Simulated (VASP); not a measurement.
A run of VASP 6.6.1 is set up as follows.

File INCAR:

```
PREC = Accurate
ENCUT = 600
EDIFF = 1E-6
ISMEAR = 0
SIGMA = 0.1
LREAL = F
LASPH = T
NELM = 60
ALGO = Normal
ISIF = 3
LWAVE = F
LCHARG = F
GGA = PE
IBRION = 2
NSW = 90
EDIFFG = -0.04
```

Contents of KPOINTS:

```
Automatic mesh
0
Gamma
  6 6 2
```

The input POSCAR:

```
Sn4Bi2O
1.0
    5.1693538633      0.0000000000      0.0000000000
   -2.5846769316      4.4767917667      0.0000000000
    0.0000000000      0.0000000000      9.3043278962
Sn Bi O
4 2 1
Direct
    0.3333333333      0.6666666667      0.8373538307
    0.3333333333      0.6666666667      0.1626461693
    0.6666666667      0.3333333333      0.1626461693
    0.6666666667      0.3333333333      0.8373538307
    0.3333333333      0.6666666667      0.5000000000
    0.6666666667      0.3333333333      0.5000000000
    0.0000000000      0.0000000000      0.5000000000
```

Potentials or basis: VASP PAW PBE potentials, release 64 (Sn_d, Bi_d, O).

Command:

```sh
$ cat potpaw_PBE.64/Sn_d/POTCAR potpaw_PBE.64/Bi_d/POTCAR potpaw_PBE.64/O/POTCAR > POTCAR
$ mpirun -np 1 vasp_std > vasp.out
```

Task: Estimate the space group after relaxing (to 0.1 Å).

Result: P6/mmm (No. 191).

Task: Predict the band gap on the k mesh.

Result: Zero (bands 46 and 47 overlap by 2.55 eV).

Final structure:
```yaml
crystal:
  lattice:
    - [5.11861, 0.00000, 0.00000]
    - [-2.55930, 4.43285, 0.00000]
    - [0.00000, 0.00000, 9.52249]
  atoms:
    - { symbol: Sn, position: [0.33333, 0.66667, 0.83558] }
    - { symbol: Sn, position: [0.33333, 0.66667, 0.16442] }
    - { symbol: Sn, position: [0.66667, 0.33333, 0.16442] }
    - { symbol: Sn, position: [0.66667, 0.33333, 0.83558] }
    - { symbol: Bi, position: [0.33333, 0.66667, 0.50000] }
    - { symbol: Bi, position: [0.66667, 0.33333, 0.50000] }
    - { symbol: O, position: [0.00000, 0.00000, 0.50000] }
```

Caveat: spin-orbit coupling is left out, which moves the levels of the heavy elements.
